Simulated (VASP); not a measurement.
# Ge6MoW2 (Fmmm) in VASP: further runs

The runs below take Ge6MoW2 through single point, with PBE.

Program: VASP 6.6.1. These are calculated values, not measurements. Logs are shortened: lines on timing, memory, paths and dates and some standing lists are left out, and cuts for length are marked.

**1. The cell of the first run**

It takes space group Fmmm (No. 69, orthorhombic). Conventional cell: a = 4.720 Å, b = 8.287 Å, c = 14.194 Å, α = 90.00°, β = 90.00°, γ = 90.00°. Ge (site symmetry m) has 9 Ge at 2.69 to 3.35 Å and 4 W at 2.72 to 2.80 Å and 1 Mo at 2.72 Å within 3.5 Å. Within 3.5 Å of Ge (site symmetry m2m) lie 9 Ge at 2.69 to 3.34 Å and 3 Mo at 2.72 to 2.80 Å and 2 W at 2.72 Å. Mo (site symmetry mmm) has 10 Ge at 2.72 to 2.80 Å and 4 W at 3.34 Å within 3.6 Å. Within 3.6 Å of W (site symmetry mm2) lie 10 Ge at 2.72 to 2.80 Å and 2 Mo at 3.34 Å and 2 W at 3.35 Å.

**2. Single point, PBE**

File INCAR:

```
SYSTEM = Ge6MoW2
PREC = Accurate
ENCUT = 520
EDIFF = 1E-6
ISMEAR = 0
SIGMA = 0.1
LREAL = .False.
LASPH = .True.
NELM = 60
ALGO = Normal
ISIF = 2
LWAVE = .False.
LCHARG = .False.
GGA = PE
NBANDS = 73
```

File KPOINTS:

```
Automatic mesh
0
Gamma
  4 4 4
  0 0 0
```

File POSCAR:

```
Ge6MoW2
1.0
    0.0000000000      4.1435220538      7.0970520258
    2.3598571386      0.0000000000      7.0970520258
    2.3598571386      4.1435220538      0.0000000000
Ge Mo W
6 1 2
Direct
    1.0041882430      0.3287788593      0.6712211407
    0.3378179352      0.6621820648      0.3378179352
    0.6712211407     -0.0041882430      1.0041882430
    0.3287788593      1.0041882430     -0.0041882430
    0.6621820648      0.3378179352      0.6621820648
   -0.0041882430      0.6712211407      0.3287788593
    0.0000000000      0.0000000000      0.0000000000
    0.6663378498      0.6663378498      0.3336621502
    0.3336621502      0.3336621502      0.6663378498
```

Potentials or basis: VASP PAW PBE potentials, release 64 (Ge_d, Mo_sv, W_sv).

On the command line:

```sh
> cat potpaw_PBE.64/Ge_d/POTCAR potpaw_PBE.64/Mo_sv/POTCAR potpaw_PBE.64/W_sv/POTCAR > POTCAR
> mpirun -np 1 vasp_std > vasp.out
```

OUTCAR:

```text
SYSTEM = Ge6MoW2
   PREC = Accurate
   ENCUT = 520
   EDIFF = 1E-6
   ISMEAR = 0
   LREAL = .False.
   LASPH = .True.
   NELM = 60
   ISIF = 2
   GGA = PE

 ion  position               nearest neighbor table
   1  0.004  0.329  0.671-   4 2.69   8 2.72   8 2.72   7 2.72   9 2.73   4 2.77   4 2.77   5 2.77
                             6 2.78   8 2.80
   2  0.338  0.662  0.338-   5 2.69   7 2.72   7 2.72   8 2.72   9 2.72   5 2.77   5 2.77   4 2.77
                             6 2.77   7 2.80
   3  0.671  0.996  0.004-   6 2.69   9 2.72   9 2.72   7 2.72   8 2.73   6 2.77   6 2.77   5 2.77
                             4 2.78   9 2.80
   4  0.329  0.004  0.996-   1 2.69   8 2.72   8 2.72   7 2.72   9 2.73   1 2.77   1 2.77   2 2.77
                             3 2.78   8 2.80
   5  0.662  0.338  0.662-   2 2.69   7 2.72   7 2.72   8 2.72   9 2.72   2 2.77   2 2.77   1 2.77
                             3 2.77   7 2.80
   6  0.996  0.671  0.329-   3 2.69   9 2.72   9 2.72   7 2.72   8 2.73   3 2.77   3 2.77   2 2.77
                             1 2.78   9 2.80
   7  0.000  0.000  0.000-   5 2.72   5 2.72   2 2.72   2 2.72   4 2.72   6 2.72   1 2.72   3 2.72
                             5 2.80   2 2.80   8 3.34   9 3.34   8 3.34   9 3.34
   8  0.666  0.666  0.334-   4 2.72   4 2.72   1 2.72   1 2.72   2 2.72   5 2.72   3 2.73   6 2.73
                             1 2.80   4 2.80   7 3.34   7 3.34   9 3.35   9 3.35
   9  0.334  0.334  0.666-   6 2.72   6 2.72   3 2.72   3 2.72   2 2.72   5 2.72   4 2.73   1 2.73
                             3 2.80   6 2.80   7 3.34   7 3.34   8 3.35   8 3.35

  LATTYP: Found a face centered orthorhombic cell.
 ALAT       =     4.7197142772
 B/A-ratio  =     1.7558359725
 C/A-ratio  =     3.0074074865

  Lattice vectors:

 A1 = (   0.0000000000,   4.1435220538,   7.0970520258)
 A2 = (   2.3598571386,   0.0000000000,   7.0970520258)
 A3 = (   2.3598571386,   4.1435220538,   0.0000000000)

Analysis of symmetry for initial positions (statically):
=====================================================================
 Subroutine PRICEL returns:
 Original cell was already a primitive cell.

 Routine SETGRP: Setting up the symmetry group for a
 face centered orthorhombic supercell.

 Subroutine GETGRP returns: Found  8 space group operations
 (whereof  8 operations were pure point group operations)
 out of a pool of  8 trial point group operations.

The static configuration has the point symmetry D_2h.

Analysis of symmetry for dynamics (positions and initial velocities):
=====================================================================
 Subroutine PRICEL returns:
 Original cell was already a primitive cell.

 Routine SETGRP: Setting up the symmetry group for a
 face centered orthorhombic supercell.

 Subroutine GETGRP returns: Found  8 space group operations
 (whereof  8 operations were pure point group operations)
 out of a pool of  8 trial point group operations.

The dynamic configuration has the point symmetry D_2h.

 Subroutine INISYM returns: Found  8 space group operations
 (whereof  8 operations are pure point group operations),
 and found     1 'primitive' translations

----------------------------------------------------------------------------------------

                                     Primitive cell

  volume of cell :     138.7917

  direct lattice vectors                    reciprocal lattice vectors
     0.000000000  4.143522054  7.097052026    -0.211877233  0.120670288  0.070451787
     2.359857139  0.000000000  7.097052026     0.211877233 -0.120670288  0.070451787
     2.359857139  4.143522054  0.000000000     0.211877233  0.120670288 -0.070451787

  length of vectors
     8.218085085  7.479109116  4.768406518     0.253804520  0.253804520  0.253804520

  position of ions in fractional coordinates (direct lattice)
     0.004188243  0.328778859  0.671221141
     0.337817935  0.662182065  0.337817935
     0.671221141  0.995811757  0.004188243
     0.328778859  0.004188243  0.995811757
     0.662182065  0.337817935  0.662182065
     0.995811757  0.671221141  0.328778859
     0.000000000  0.000000000  0.000000000
     0.666337850  0.666337850  0.333662150
     0.333662150  0.333662150  0.666337850

  ion indices of the primitive-cell ions
   primitive index   ion index
                 1           1
                 2           2
                 3           3
                 4           4
                 5           5
                 6           6
                 7           7
                 8           8
                 9           9

----------------------------------------------------------------------------------------

 KPOINTS: Automatic mesh

Automatic generation of k-mesh.
 Grid dimensions read from file:
 generate k-points for:    4    4    4

 Generating k-lattice:

  Cartesian coordinates                     Fractional coordinates (reciprocal lattice)
    -0.052969308  0.030167572  0.017612947     0.250000000  0.000000000  0.000000000
     0.052969308 -0.030167572  0.017612947     0.000000000  0.250000000 -0.000000000
     0.052969308  0.030167572 -0.017612947     0.000000000 -0.000000000  0.250000000

  Length of vectors
     0.063451130  0.063451130  0.063451130

  Shift w.r.t. Gamma in fractional coordinates (k-lattice)
     0.000000000  0.000000000  0.000000000

 Subroutine IBZKPT returns following result:
 ===========================================

 Found     18 irreducible k-points:

 Following reciprocal coordinates:
            Coordinates               Weight
  0.000000  0.000000  0.000000      1.000000
  0.250000  0.000000  0.000000      8.000000
  0.500000  0.000000  0.000000      4.000000
  0.250000  0.250000  0.000000      2.000000
  0.500000  0.250000  0.000000      8.000000
 -0.250000  0.250000  0.000000      4.000000
[... 10 lines left out ...]
 -0.250000  0.250000  0.500000      2.000000
  0.000000  0.500000  0.500000      1.000000
   k-points           NKPTS =     18   k-points in BZ     NKDIM =     18   number of bands    NBANDS=     73
   number of dos      NEDOS =    301   number of ions     NIONS =      9
   total plane-waves  NPLWV = 129024
   dimension x,y,z NGX =    64 NGY =   56 NGZ =   36
   dimension x,y,z NGXF=   128 NGYF=  112 NGZF=   72
   ions per type =               6   1   2
   NGX,Y,Z   is equivalent  to a cutoff of  12.95, 12.45, 12.55 a.u.
   NGXF,Y,Z  is equivalent  to a cutoff of  25.89, 24.90, 25.10 a.u.
 SYSTEM =  Ge6MoW2
   PREC   = accura    normal or accurate (medium, high low for compatibility)
   ISTART =      0    job   : 0-new  1-cont  2-samecut
   ICHARG =      2    charge: 1-file 2-atom 10-const
   ISPIN  =      1    spin polarized calculation?
   LNONCOLLINEAR =      F non collinear calculations
   LSORBIT =      F    spin-orbit coupling
   LASPH  =      T    aspherical Exc in radial PAW
   ENCUT  =  520.0 eV  38.22 Ry    6.18 a.u.  15.28 13.91  8.87*2*pi/ulx,y,z
   NELM   =     60;   NELMIN=  2; NELMDL= -5     # of ELM steps
   EDIFF  = 0.1E-05   stopping-criterion for ELM
   LREAL  =      F    real-space projection
   EDIFFG = 0.1E-04   stopping-criterion for IOM
   NSW    =      0    number of steps for IOM
   IBRION =     -1    ionic relax: 0-MD 1-quasi-New 2-CG
   NFREE  =      0    steps in history (QN), initial steepest desc. (CG)
   ISIF   =      2    stress and relaxation
   ISYM   =      2    0-nonsym 1-usesym 2-fastsym
   POTIM  = 0.5000    time-step for ionic-motion
   TEBEG  =    0.0;   TEEND  =   0.0 temperature during run
   PSTRESS=    0.0 pullay stress
   NELECT =     126.0000    total number of electrons
   NUPDOWN=      -1.0000    fix difference up-down
   EMIN   =  10.00;   EMAX   =-10.00  energy-range for DOS
   EFERMI =   0.00;   METHOD = LEGACY
   ISMEAR =     0;   SIGMA  =   0.10  broadening in eV -4-tet -1-fermi 0-gaus
   EFERMI_NEDOS =   21; number of points for ismear=-14 and -15
   IALGO  =     38    algorithm
   IMIX   =      4    mixing-type and parameters
     AMIX     =   0.40;   BMIX     =  1.00
     AMIX_MAG =   1.60;   BMIX_MAG =  1.00
  volume/ion in A,a.u.               =      15.42       104.07
  Fermi-wavevector in a.u.,A,eV,Ry     =   1.585175  2.995546 34.188447  2.512780
  Thomas-Fermi vector in A             =   2.684680
   LORBIT       =      0    0 simple, 1 ext, 2 COOP (PROOUT), +10 PAW based schemes
   GGA     = PE    functional components
   LHFCALC =     F    Hartree Fock is set to
   AEXX    =    0.0000 exact exchange contribution
   IVDW    =     0    specifies the selected vdW correction
   LEPSILON=     F    determine dielectric tensor
   LRPA    =     F    only Hartree local field effects (RPA)
 non-spin polarized calculation
 Gauss-broadening in eV      SIGMA  =   0.10
  energy-cutoff  :      520.00
  volume of cell :      138.79
 maximum number of plane-waves:      3758
 NGX is ok and might be reduce to    64
   NGX = 31   NGY = 27   NGZ = 17

 number of electron     125.9999978 magnetization

 Free energy of the ion-electron system (eV)
  ---------------------------------------------------
  ext. energy  EPLUGINS =         0.00000000
  ---------------------------------------------------
  free energy    TOTEN  =       -63.94511174 eV

  energy without entropy =      -63.93276883  energy(sigma->0) =      -63.93894028

 E-fermi :   9.9445     XC(G=0): -12.8051

 val. band max:        9.9248070350   @ k =   0.0000   0.5000   0.5000
 cond. band min:       9.9669126942   @ k =   0.5000   0.2500   0.2500
 fundamental gap:      0.0421056592
 Fermi energy:         9.9444912876

 k-point     1 :       0.0000    0.0000    0.0000
  band No.  band energies     occupation
      1     -64.0443      2.00000
      2     -64.0404      2.00000
      3     -50.9035      2.00000
      4     -28.3326      2.00000
      5     -28.3304      2.00000
      6     -28.2736      2.00000
[... 65 lines left out ...]
     72      13.4076      0.00000
     73      13.4567      0.00000
[... 1290 lines left out ...]
     72      14.0727      0.00000
     73      14.3694      0.00000

------------------------ aborting loop because EDIFF is reached ----------------------------------------

  FORCE on cell =-STRESS in cart. coord.  units (eV):
  Direction    XX          YY          ZZ          XY          YZ          ZX
  --------------------------------------------------------------------------------------
  -------------------------------------------------------------------------------------
  Total        0.2731361      0.1708294      0.2623065      0.0000000      0.0000000      0.0000000
  in kB        3.1530167      1.9720133      3.0280031      0.0000000      0.0000000      0.0000000
  external PRESSURE =       2.7176777 kB  Pullay stress =       0.0000000 kB

 VOLUME and BASIS-vectors are now :
 -----------------------------------------------------------------------------
  energy-cutoff  :      520.00
  volume of cell :      138.79
      direct lattice vectors                 reciprocal lattice vectors
     0.000000000  4.143522054  7.097052026    -0.211877233  0.120670288  0.070451787
     2.359857139  0.000000000  7.097052026     0.211877233 -0.120670288  0.070451787
     2.359857139  4.143522054  0.000000000     0.211877233  0.120670288 -0.070451787

 POSITION                                       TOTAL-FORCE (eV/Angst)
 -----------------------------------------------------------------------------------
      2.35986      2.79857      2.36308         0.000000      0.014527      0.000778
      2.35986      2.79951      7.09705         0.000000      0.016085      0.000000
      2.35986      2.79857     11.83102         0.000000      0.014527     -0.000778
      2.35986      5.48847      2.36308         0.000000     -0.014527      0.000778
      2.35986      5.48753      7.09705         0.000000     -0.016085      0.000000
      2.35986      5.48847     11.83102         0.000000     -0.014527     -0.000778
      0.00000      0.00000      0.00000         0.000000      0.000000      0.000000
      2.35986      4.14352      9.45807         0.000000      0.000000     -0.003445
      2.35986      4.14352      4.73604         0.000000      0.000000      0.003445
 -----------------------------------------------------------------------------------
    total drift:                                0.000000      0.000000     -0.000000

  FREE ENERGIE OF THE ION-ELECTRON SYSTEM (eV)
  ---------------------------------------------------
  free  energy   TOTEN  =       -63.9451117411 eV

  energy  without entropy=      -63.9327688285  energy(sigma->0) =      -63.93894028
```

It took 6 min on 1 thread of AMD EPYC 7R43 (Zen 3), shared host; peak memory 0.37 GiB.

Results:

- Free energy: -63.9451 eV
- Pressure: 0.3 GPa
- Largest force: 0.016 eV/Å
- Band gap on the k mesh: zero (bands 63 and 64 overlap by 1.01 eV)

Forces on the atoms (eV/Å):
```
Ge   0.000  0.015  0.001
Ge   0.000  0.016  0.000
Ge   0.000  0.015 -0.001
Ge   0.000 -0.015  0.001
Ge   0.000 -0.016  0.000
Ge   0.000 -0.015 -0.001
Mo   0.000  0.000  0.000
W    0.000  0.000 -0.003
W    0.000  0.000  0.003
```

Stress tensor (GPa, compression positive):
```
0.32 0.00 0.00
0.00 0.20 0.00
0.00 0.00 0.30
```

Caveat: the k points lie up to 0.40 Å⁻¹ apart, too coarse for converged energies and pressures of a metal; spin-orbit coupling is left out, which moves the levels of the heavy elements.

**3. Single point, PBE**

This run uses another cell than the first one, of 18.71 Å³/atom.

File INCAR:

```
ALGO     = Normal         # electronic algorithm
EDIFF    = 1E-6           # SCF threshold, eV
ENCUT    = 520            # plane-wave cutoff, eV
GGA      = PE             # functional
ISIF     = 2              # what is computed and relaxed
ISMEAR   = 0              # smearing method
LASPH    = T              # aspherical terms in the spheres
LCHARG   = F              # write CHGCAR
LREAL    = F              # projectors in reciprocal space
LWAVE    = F              # write WAVECAR
NBANDS   = 73             # bands
NELM     = 80             # most SCF steps
PREC     = Accurate       # precision mode
SIGMA    = 0.1            # smearing width, eV
```

File KPOINTS:

```
k-points
0
Gamma
  4 4 4
```

File POSCAR:

```
Ge6MoW2
1.0
    0.0000000000      4.4040048300      7.5723756400
    2.5241252100      0.0000000000      7.5723756400
    2.5241252100      4.4040048300      0.0000000000
Ge Mo W
6 1 2
Direct
    0.9999666600      0.3333666700      0.6666333300
    0.3332999900      0.6667000100      0.3332999900
    0.6666333300      0.0000333400      0.9999666600
    0.3333666700      0.9999666600      0.0000333400
    0.6667000100      0.3332999900      0.6667000100
    0.0000333400      0.6666333300      0.3333666700
    0.0000000000      0.0000000000      0.0000000000
    0.6666666700      0.6666666700      0.3333333300
    0.3333333300      0.3333333300      0.6666666700
```

Potentials or basis: VASP PAW PBE potentials, release 64 (Ge_d, Mo_sv, W_sv).

On the command line:

```sh
> cat potpaw_PBE.64/Ge_d/POTCAR potpaw_PBE.64/Mo_sv/POTCAR potpaw_PBE.64/W_sv/POTCAR > POTCAR
> mpirun -np 1 vasp_std > vasp.out
```

It took 7.6 min on 1 thread of AMD EPYC 7R43 (Zen 3), shared host; peak memory 0.47 GiB.

It converged, with:

- Free energy: -61.5096 eV
- Pressure: -21.1 GPa
- Largest force: 0.780 eV/Å
- Band gap on the k mesh: zero (bands 63 and 64 overlap by 1.11 eV)

Forces on the atoms (eV/Å):
```
Ge   0.000  0.768  0.026
Ge   0.000  0.780  0.000
Ge   0.000  0.768 -0.026
Ge   0.000 -0.768  0.026
Ge   0.000 -0.780  0.000
Ge   0.000 -0.768 -0.026
Mo   0.000  0.000  0.000
W    0.000  0.000 -0.039
W    0.000  0.000  0.039
```

Stress tensor (GPa, compression positive):
```
-20.73   0.00   0.00
  0.00 -22.60   0.00
  0.00   0.00 -19.99
```

Levels at points of the mesh, in eV from the Fermi level:
```
           k point  band 61  band 62  band 63  band 64  band 65  band 66
(0.00, 0.00, 0.00)    -1.36    -1.23     0.52     1.53     1.92     2.10
(0.50, 0.00, 0.00)    -1.08    -1.05     0.05     0.86     1.06     1.19
(0.50, 0.50, 0.00)    -1.18    -1.06    -0.85     0.64     0.84     1.58
(0.50, 0.00, 0.50)    -0.39    -0.38    -0.24    -0.24     0.56     0.63
(0.00, 0.50, 0.50)    -0.70    -0.39    -0.29     0.06     0.18     0.70
```

Caveat: the k points lie up to 0.37 Å⁻¹ apart, too coarse for converged energies and pressures of a metal; spin-orbit coupling is left out, which moves the levels of the heavy elements.
